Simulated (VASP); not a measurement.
# In3Cu (R-3m) in VASP: notebook

In3Cu is run at these levels: LDA; tasks: single point.

Program: VASP 6.6.1. These are calculated values, not measurements. Logs are shortened: lines on timing, memory, paths and dates and some standing lists are left out, and cuts for length are marked.

### Step 1. The cell of the first run

It takes space group R-3m (No. 166, trigonal). Conventional cell: a = 6.016 Å, b = 6.016 Å, c = 7.983 Å, α = 90.00°, β = 90.00°, γ = 120.00°. In (site symmetry 2/m) has 8 In at 3.01 to 3.18 Å and 4 Cu at 3.01 to 3.18 Å within 4.0 Å. Within 4.0 Å of Cu (site symmetry -3m) lie 12 In at 3.01 to 3.18 Å.

### Step 2. Single point, LDA

INCAR

```
ALGO = Fast
EDIFF = 1E-6
ENCUT = 520
ISIF = 2
ISMEAR = 0
LASPH = T
LCHARG = F
LREAL = F
LWAVE = F
NBANDS = 33
NELM = 80
PREC = Accurate
SIGMA = 0.15
```

KPOINTS

```
k-points
0
Gamma
  10 10 10
```

POSCAR

```
In3Cu
1.0
    4.3724270360      0.1184036509      0.1184036509
    0.1184036509      4.3724270360      0.1184036509
    0.1184036509      0.1184036509      4.3724270360
In Cu
3 1
Direct
    0.0000000000      0.5000000000      0.5000000000
    0.5000000000      0.0000000000      0.5000000000
    0.5000000000      0.5000000000      0.0000000000
    0.0000000000      0.0000000000      0.0000000000
```

Potentials or basis: VASP PAW LDA potentials, release 64 (In_d, Cu).

Run with:

```bash
> cat potpaw_LDA.64/In_d/POTCAR potpaw_LDA.64/Cu/POTCAR > POTCAR
> mpirun -np 1 vasp_std > vasp.out
```

OUTCAR:

```text
EDIFF = 1E-6
   ENCUT = 520
   ISIF = 2
   ISMEAR = 0
   LASPH = T
   LREAL = F
   NELM = 80
   PREC = Accurate

 ion  position               nearest neighbor table
   1  0.000  0.500  0.500-   3 3.01   4 3.01   2 3.01   4 3.01   2 3.01   3 3.01   2 3.18   4 3.18
                             3 3.18   4 3.18   3 3.18   2 3.18
   2  0.500  0.000  0.500-   3 3.01   4 3.01   1 3.01   3 3.01   1 3.01   4 3.01   1 3.18   3 3.18
                             3 3.18   4 3.18   4 3.18   1 3.18
   3  0.500  0.500  0.000-   1 3.01   2 3.01   2 3.01   4 3.01   1 3.01   4 3.01   1 3.18   2 3.18
                             2 3.18   4 3.18   1 3.18   4 3.18
   4  0.000  0.000  0.000-   1 3.01   2 3.01   1 3.01   3 3.01   2 3.01   3 3.01   1 3.18   1 3.18
                             2 3.18   3 3.18   2 3.18   3 3.18

  LATTYP: Found a trigonal (rhomboedric) cell.
 ALAT       =     4.3756321868
 COS(alpha) =     0.0548121522

  Lattice vectors:

 A1 = (   4.3724270360,   0.1184036509,   0.1184036509)
 A2 = (   0.1184036509,   4.3724270360,   0.1184036509)
 A3 = (   0.1184036509,   0.1184036509,   4.3724270360)

Analysis of symmetry for initial positions (statically):
=====================================================================
 Subroutine PRICEL returns:
 Original cell was already a primitive cell.

 Routine SETGRP: Setting up the symmetry group for a
 trigonal (rhombohedral) supercell.

 Subroutine GETGRP returns: Found 12 space group operations
 (whereof 12 operations were pure point group operations)
 out of a pool of 12 trial point group operations.

The static configuration has the point symmetry D_3d.

Analysis of symmetry for dynamics (positions and initial velocities):
=====================================================================
 Subroutine PRICEL returns:
 Original cell was already a primitive cell.

 Routine SETGRP: Setting up the symmetry group for a
 trigonal (rhombohedral) supercell.

 Subroutine GETGRP returns: Found 12 space group operations
 (whereof 12 operations were pure point group operations)
 out of a pool of 12 trial point group operations.

The dynamic configuration has the point symmetry D_3d.

 Subroutine INISYM returns: Found 12 space group operations
 (whereof 12 operations are pure point group operations),
 and found     1 'primitive' translations

----------------------------------------------------------------------------------------

                                     Primitive cell

  volume of cell :      83.4120

  direct lattice vectors                    reciprocal lattice vectors
     4.372427036  0.118403651  0.118403651     0.229032978 -0.006038602 -0.006038602
     0.118403651  4.372427036  0.118403651    -0.006038602  0.229032978 -0.006038602
     0.118403651  0.118403651  4.372427036    -0.006038602 -0.006038602  0.229032978

  length of vectors
     4.375632187  4.375632187  4.375632187     0.229192134  0.229192134  0.229192134

  position of ions in fractional coordinates (direct lattice)
     0.000000000  0.500000000  0.500000000
     0.500000000  0.000000000  0.500000000
     0.500000000  0.500000000  0.000000000
     0.000000000  0.000000000  0.000000000

  ion indices of the primitive-cell ions
   primitive index   ion index
                 1           1
                 2           2
                 3           3
                 4           4

----------------------------------------------------------------------------------------

 KPOINTS: k-points

Automatic generation of k-mesh.
 Grid dimensions read from file:
 generate k-points for:   10   10   10

 Generating k-lattice:

  Cartesian coordinates                     Fractional coordinates (reciprocal lattice)
     0.022903298 -0.000603860 -0.000603860     0.100000000  0.000000000  0.000000000
    -0.000603860  0.022903298 -0.000603860     0.000000000  0.100000000  0.000000000
    -0.000603860 -0.000603860  0.022903298     0.000000000  0.000000000  0.100000000

  Length of vectors
     0.022919213  0.022919213  0.022919213

  Shift w.r.t. Gamma in fractional coordinates (k-lattice)
     0.000000000  0.000000000  0.000000000

 Subroutine IBZKPT returns following result:
 ===========================================

 Found    116 irreducible k-points:

 Following reciprocal coordinates:
            Coordinates               Weight
  0.000000  0.000000  0.000000      1.000000
  0.100000  0.000000  0.000000      6.000000
  0.200000  0.000000  0.000000      6.000000
  0.300000 -0.000000  0.000000      6.000000
  0.400000  0.000000  0.000000      6.000000
  0.500000  0.000000  0.000000      3.000000
[... 16 lines left out ...]
  0.300000  0.300000  0.000000      6.000000
  0.400000  0.300000  0.000000     12.000000
 [... further k-points ...]
   k-points           NKPTS =    116   k-points in BZ     NKDIM =    116   number of bands    NBANDS=     33
   number of dos      NEDOS =    301   number of ions     NIONS =      4
   total plane-waves  NPLWV =  46656
   dimension x,y,z NGX =    36 NGY =   36 NGZ =   36
   dimension x,y,z NGXF=    72 NGYF=   72 NGZF=   72
   ions per type =               3   1
   NGX,Y,Z   is equivalent  to a cutoff of  13.68, 13.68, 13.68 a.u.
   NGXF,Y,Z  is equivalent  to a cutoff of  27.36, 27.36, 27.36 a.u.
 SYSTEM =  unknown system
   PREC   = accura    normal or accurate (medium, high low for compatibility)
   ISTART =      0    job   : 0-new  1-cont  2-samecut
   ICHARG =      2    charge: 1-file 2-atom 10-const
   ISPIN  =      1    spin polarized calculation?
   LNONCOLLINEAR =      F non collinear calculations
   LSORBIT =      F    spin-orbit coupling
   LASPH  =      T    aspherical Exc in radial PAW
   ENCUT  =  520.0 eV  38.22 Ry    6.18 a.u.   8.14  8.14  8.14*2*pi/ulx,y,z
   NELM   =     80;   NELMIN=  2; NELMDL= -5     # of ELM steps
   EDIFF  = 0.1E-05   stopping-criterion for ELM
   LREAL  =      F    real-space projection
   EDIFFG = 0.1E-04   stopping-criterion for IOM
   NSW    =      0    number of steps for IOM
   IBRION =     -1    ionic relax: 0-MD 1-quasi-New 2-CG
   NFREE  =      0    steps in history (QN), initial steepest desc. (CG)
   ISIF   =      2    stress and relaxation
   ISYM   =      2    0-nonsym 1-usesym 2-fastsym
   POTIM  = 0.5000    time-step for ionic-motion
   TEBEG  =    0.0;   TEEND  =   0.0 temperature during run
   PSTRESS=    0.0 pullay stress
   NELECT =      50.0000    total number of electrons
   NUPDOWN=      -1.0000    fix difference up-down
   EMIN   =  10.00;   EMAX   =-10.00  energy-range for DOS
   EFERMI =   0.00;   METHOD = LEGACY
   ISMEAR =     0;   SIGMA  =   0.15  broadening in eV -4-tet -1-fermi 0-gaus
   EFERMI_NEDOS =   21; number of points for ismear=-14 and -15
   IALGO  =     68    algorithm
   IMIX   =      4    mixing-type and parameters
     AMIX     =   0.40;   BMIX     =  1.00
     AMIX_MAG =   1.60;   BMIX_MAG =  1.00
  volume/ion in A,a.u.               =      20.85       140.72
  Fermi-wavevector in a.u.,A,eV,Ry     =   1.380348  2.608480 25.924012  1.905361
  Thomas-Fermi vector in A             =   2.505234
   LORBIT       =      0    0 simple, 1 ext, 2 COOP (PROOUT), +10 PAW based schemes
   GGA     = CA    functional components
   LHFCALC =     F    Hartree Fock is set to
   AEXX    =    0.0000 exact exchange contribution
   IVDW    =     0    specifies the selected vdW correction
   LEPSILON=     F    determine dielectric tensor
   LRPA    =     F    only Hartree local field effects (RPA)
 non-spin polarized calculation
 RMM-DIIS sequential band-by-band and
 Gauss-broadening in eV      SIGMA  =   0.15
  energy-cutoff  :      520.00
  volume of cell :       83.41
 maximum number of plane-waves:      2264
 NGX is ok and might be reduce to    36
   NGX = 17   NGY = 17   NGZ = 17

 number of electron      49.9999965 magnetization

 Free energy of the ion-electron system (eV)
  ---------------------------------------------------
  ext. energy  EPLUGINS =         0.00000000
  ---------------------------------------------------
  free energy    TOTEN  =       -13.60016823 eV

  energy without entropy =      -13.58108305  energy(sigma->0) =      -13.59062564

 E-fermi :   8.2289     XC(G=0): -11.2959

 val. band max:        8.2271513196   @ k =  -0.4000   0.4000   0.1000
 cond. band min:       8.2370579612   @ k =   0.5000   0.3000   0.3000
 fundamental gap:      0.0099066416
 Fermi energy:         8.2288504280

 k-point     1 :       0.0000    0.0000    0.0000
  band No.  band energies     occupation
      1      -6.9441      2.00000
      2      -6.8635      2.00000
      3      -6.8462      2.00000
      4      -6.8462      2.00000
      5      -6.5824      2.00000
      6      -6.5824      2.00000
[... 25 lines left out ...]
     32      14.7391      0.00000
     33      14.7391      0.00000

 k-point     2 :       0.1000    0.0000    0.0000
  band No.  band energies     occupation
      1      -6.9283      2.00000
      2      -6.8495      2.00000
      3      -6.8373      2.00000
      4      -6.8273      2.00000
      5      -6.5788      2.00000
      6      -6.5692      2.00000
[... 25 lines left out ...]
     32      14.2327      0.00000
     33      14.7624      0.00000

 k-point     3 :       0.2000    0.0000    0.0000
  band No.  band energies     occupation
      1      -6.8898      2.00000
      2      -6.8188      2.00000
      3      -6.7962      2.00000
      4      -6.7721      2.00000
      5      -6.5689      2.00000
      6      -6.5317      2.00000
[... 25 lines left out ...]
     32      13.4890      0.00000
     33      15.0674      0.00000

 k-point     4 :       0.3000   -0.0000    0.0000
  band No.  band energies     occupation
      1      -6.8564      2.00000
      2      -6.7617      2.00000
      3      -6.7217      2.00000
      4      -6.6846      2.00000
      5      -6.5545      2.00000
      6      -6.4765      2.00000
[... 673 lines left out ...]
     32      13.5464      0.00000
     33      13.9685      0.00000

 k-point    23 :       0.3000    0.3000    0.0000
  band No.  band energies     occupation
      1      -6.7926      2.00000
      2      -6.7373      2.00000
      3      -6.6345      2.00000
      4      -6.6223      2.00000
      5      -6.4977      2.00000
      6      -6.4413      2.00000
[... 25 lines left out ...]
     32      13.7663      0.00000
     33      14.2915      0.00000

 k-point    24 :       0.4000    0.3000    0.0000
  band No.  band energies     occupation
      1      -6.7473      2.00000
      2      -6.7066      2.00000
      3      -6.5656      2.00000
      4      -6.5590      2.00000
      5      -6.5005      2.00000
      6      -6.4431      2.00000
[... 25 lines left out ...]
     32      14.0914      0.00000
     33      15.2514      0.00000

 [... further k-points ...]
[... 5 lines left out ...]
  --------------------------------------------------------------------------------------
  -------------------------------------------------------------------------------------
  Total       -0.7777255     -0.7777255     -0.7777255     -0.2584517     -0.2584517     -0.2584517
  in kB      -14.9385476    -14.9385476    -14.9385476     -4.9643400     -4.9643400     -4.9643400
  external PRESSURE =     -14.9385476 kB  Pullay stress =       0.0000000 kB

 VOLUME and BASIS-vectors are now :
 -----------------------------------------------------------------------------
  energy-cutoff  :      520.00
  volume of cell :       83.41
      direct lattice vectors                 reciprocal lattice vectors
     4.372427036  0.118403651  0.118403651     0.229032978 -0.006038602 -0.006038602
     0.118403651  4.372427036  0.118403651    -0.006038602  0.229032978 -0.006038602
     0.118403651  0.118403651  4.372427036    -0.006038602 -0.006038602  0.229032978

 POSITION                                       TOTAL-FORCE (eV/Angst)
 -----------------------------------------------------------------------------------
      0.11840      2.24542      2.24542        -0.000000     -0.000000     -0.000000
      2.24542      0.11840      2.24542         0.000000      0.000000      0.000000
      2.24542      2.24542      0.11840        -0.000000     -0.000000     -0.000000
      0.00000      0.00000      0.00000         0.000000      0.000000     -0.000000
 -----------------------------------------------------------------------------------
    total drift:                                0.000000      0.000000      0.000000

  FREE ENERGIE OF THE ION-ELECTRON SYSTEM (eV)
  ---------------------------------------------------
  free  energy   TOTEN  =       -13.6001682287 eV

  energy  without entropy=      -13.5810830510  energy(sigma->0) =      -13.59062564
```

Wall time 6.2 min (1 thread of AMD EPYC 7R13 (Zen 3), shared host); peak memory 0.33 GiB.

Results:

```yaml
Free_energy: -13.6002 eV
Pressure: -1.5 GPa
Band_gap_on_the_k_mesh: zero (band 25 reaches 10.16 eV, above the bottom of band 26 at 6.31 eV)
```

Stress tensor (GPa, compression positive):
```
-1.49 -0.50 -0.50
-0.50 -1.49 -0.50
-0.50 -0.50 -1.49
```

Caveat: spin-orbit coupling is left out, which moves the levels of the heavy elements.

### Step 3. Single point, LDA

INCAR

```
SYSTEM = In3Cu
ALGO = Fast
EDIFF = 1E-7
ENCUT = 520
ISIF = 2
ISMEAR = 0
LASPH = .TRUE.
LCHARG = .TRUE.
LELF = .TRUE.
LREAL = .FALSE.
LVHAR = .TRUE.
LWAVE = .FALSE.
NBANDS = 33
NELM = 100
PREC = Accurate
SIGMA = 0.15
```

KPOINTS

```
k-points
0
G
  10 10 10
  0 0 0
```

POSCAR

```
In3Cu
1.0
    4.3706714168      0.0785458970      0.0785458970
    0.0785458970      4.3706714168      0.0785458970
    0.0785458970      0.0785458970      4.3706714168
In Cu
3 1
Direct
    0.0000000000      0.5000000000      0.5000000000
    0.5000000000      0.0000000000      0.5000000000
    0.5000000000      0.5000000000      0.0000000000
    0.0000000000      0.0000000000      0.0000000000
```

Potentials or basis: VASP PAW LDA potentials, release 64 (In_d, Cu).

Run with:

```bash
> cat potpaw_LDA.64/In_d/POTCAR potpaw_LDA.64/Cu/POTCAR > POTCAR
> mpirun -np 1 vasp_std > vasp.out
```

Run time: 6.8 min. Hardware: 1 thread of AMD EPYC 7R13 (Zen 3), shared host; peak memory 0.34 GiB.

The run converged. Its results:

```yaml
Free_energy: -13.6113 eV
Pressure: -1.5 GPa
Band_gap_on_the_k_mesh: zero (band 25 reaches 10.40 eV, above the bottom of band 26 at 6.28 eV)
```

Stress tensor (GPa, compression positive):
```
-1.47 -0.30 -0.30
-0.30 -1.47 -0.30
-0.30 -0.30 -1.47
```

Levels at points of the mesh, in eV from the Fermi level:
```csv
k point,band 21,band 22,band 23,band 24,band 25,band 26,band 27,band 28,band 29,band 30
"(0.00, 0.00, 0.00)",-2.67,-2.16,-2.01,-2.01,-0.57,-0.57,0.66,4.79,4.79,5.30
"(0.50, 0.00, 0.00)",-2.69,-2.65,-0.59,0.16,0.58,1.11,1.17,1.29,2.42,2.67
"(0.50, 0.50, 0.00)",-2.89,-2.65,-2.54,-2.41,2.19,2.19,3.06,3.21,3.22,3.31
"(0.50, 0.50, 0.50)",-3.09,-3.09,-2.61,-2.61,-2.11,-1.93,-1.93,-1.18,9.90,9.90
```

Caveat: spin-orbit coupling is left out, which moves the levels of the heavy elements.

(Part 1 of 2 ends here.)
